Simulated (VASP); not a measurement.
Set up this calculation in VASP 6.6.1, as the native input.

- Task: single point
- Functional: PBEsol
- Potentials or basis: VASP PAW PBE potentials, release 64 (Re, S)
- Cutoff: 520 eV
- k mesh: 14 × 14 × 7
- Occupations: gaussian, width 0.1 eV
- Spin: collinear spin
- Starting moments: [2.0, -2.0, 0.0, 0.0] μB
- Dipole correction: no
- Further INCAR settings: ALGO = Normal; EDIFF = 1e-06; NBANDS = 25

The structure of ReS lies in POSCAR:

```
ReS
1.0
    0.0000000000      2.5920438540      2.5920438540
    2.5920438540      0.0000000000      2.5920438540
    5.1840877079      5.1840877079      0.0000000000
Re S
2 2
Direct
    0.0000000000      1.0000000000      1.0000000000
    0.0000000000      1.0000000000      0.5000000000
    0.2500000000      0.2500000000      0.1250000000
    0.2500000000      0.2500000000      0.6250000000
```

These files were run (other wordings do the same):

INCAR

```
SYSTEM = ReS
  PREC = Accurate
  ENCUT = 520
  EDIFF = 1E-6
  ISMEAR = 0
  SIGMA = 0.1
  LREAL = .FALSE.
  LASPH = .TRUE.
  NELM = 150
  ALGO = Normal
  ISIF = 2
  LWAVE = .FALSE.
  LCHARG = .FALSE.
  ISPIN = 2
  MAGMOM = 2 -2 0 0
  LORBIT = 11
  LMAXMIX = 4
  GGA = PS
  NBANDS = 25
```

KPOINTS

```
Automatic mesh
0
G
  14 14 7
  0 0 0
```

Potentials or basis: VASP PAW PBE potentials, release 64 (Re, S).

The run is started by

```console
$ cat potpaw_PBE.64/Re/POTCAR potpaw_PBE.64/S/POTCAR > POTCAR
$ mpirun -np 1 vasp_std > vasp.out
```

Results of the run:

```yaml
Pressure: 2.0 GPa
Band_gap_on_the_k_mesh: zero (filled and empty bands overlap)
Net_moment: 0.00 μB per cell
Valence_electrons_inside_the_program's_atomic_spheres: Re 6.28; S 3.68
```

Caveat: the PAW data sets were made with another functional, which shifts forces and pressure a little; spin-orbit coupling is left out, which moves the levels of the heavy elements.

It took 4.6 min on 1 thread of AMD EPYC 9R45 96-Core Processor (Zen 5), with other jobs on the host, peak memory 0.46 GiB.
